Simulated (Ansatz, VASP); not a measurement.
## Two plane-wave programs on Cd3O2

```
Cd O
1.0
     3.17417    0.00000    0.00000
     0.00000    3.17417    0.00000
     0.00000    0.00000   10.54954
Cd O
3 2
Direct
  0.50000 0.50000 0.80874
  0.50000 0.50000 0.19126
  0.50000 0.50000 0.50000
  0.50000 0.50000 0.00000
  0.00000 0.00000 0.50000
```

Alike in both runs: functional PBE; k mesh 4 × 4 × 3; occupations gaussian, width 0.2 eV; no spin polarisation.

Ansatz relaxed the structure, and its values are those at the end. VASP's run is a single point on that final structure, the one shown.

|  | VASP | Ansatz |
| --- | --- | --- |
| version | VASP 6.6.1 | Ansatz 0.2.0 |
| potentials or method | VASP PAW PBE potentials, release 64 (Cd, O), cutoff 600 eV | scalar-relativistic, plane waves, PAW |
| valence electrons in the cell | 48 | 72 |

|  | VASP | Ansatz | Ansatz less VASP |
| --- | --- | --- | --- |
| gap on the k mesh at the Fermi level (eV) | none | none | - |
| pressure (GPa) | 1.0 | 0.2 | -0.75 |
| rms of the force components (eV/Å) | 0.091 | 0.007 | -0.0844 |

A gap of «none» marks a metal or a gap that the smearing closes. VASP's potentials hold 48 valence electrons a cell and Ansatz's 72, so a difference there can come from the potentials and not from the codes.

The k mesh is coarse, so the values compare programs but aren't converged.
